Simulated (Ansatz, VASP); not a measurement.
# Two plane-wave programs on Bi2Se3

```
CELL_PARAMETERS angstrom
1.98897 1.14833 10.17318
-1.98897 1.14833 10.17318
0.00000 -2.29667 10.17318
ATOMIC_POSITIONS crystal
Bi 0.39559 0.39559 0.39559
Bi 0.60441 0.60441 0.60441
Se 0.00000 0.00000 0.00000
Se 0.22103 0.22103 0.22103
Se 0.77897 0.77897 0.77897
```

Change from the starting cell: strain -0.050 along x and y, -0.025 along z, atoms carried along.

Alike in both runs: task single point; functional PBE; k mesh 6 × 6 × 6; occupations gaussian, width 0.05 eV; no spin polarisation.

```csv
,VASP,Ansatz
version,VASP 6.6.1,Ansatz 0.2.0
potentials or method,"VASP PAW PBE potentials, release 64 (Bi_d, Se), cutoff 520 eV","scalar-relativistic, plane waves, PAW"
valence electrons in the cell,48,78
```

VASP gave:

* gap on the k mesh at the Fermi level (eV): 0.78
* least direct gap on the mesh (eV): 0.78
* pressure (GPa): 8.9
* traceless stress, the component that is largest in VASP (GPa): -1.00
* rms of the force components (eV/Å): 0.465

**Question.** Which values does Ansatz return?

**Answer.** gap on the k mesh at the Fermi level (eV): 0.78; least direct gap on the mesh (eV): 0.78; pressure (GPa): 8.9; traceless stress, the component that is largest in VASP (GPa): -1.00; rms of the force components (eV/Å): 0.457.

Atom by atom the forces differ by 0.008 eV/Å (rms over components). VASP's potentials hold 48 valence electrons a cell and Ansatz's 78, so a difference there can come from the potentials and not from the codes.

Neither program's run includes spin-orbit coupling.
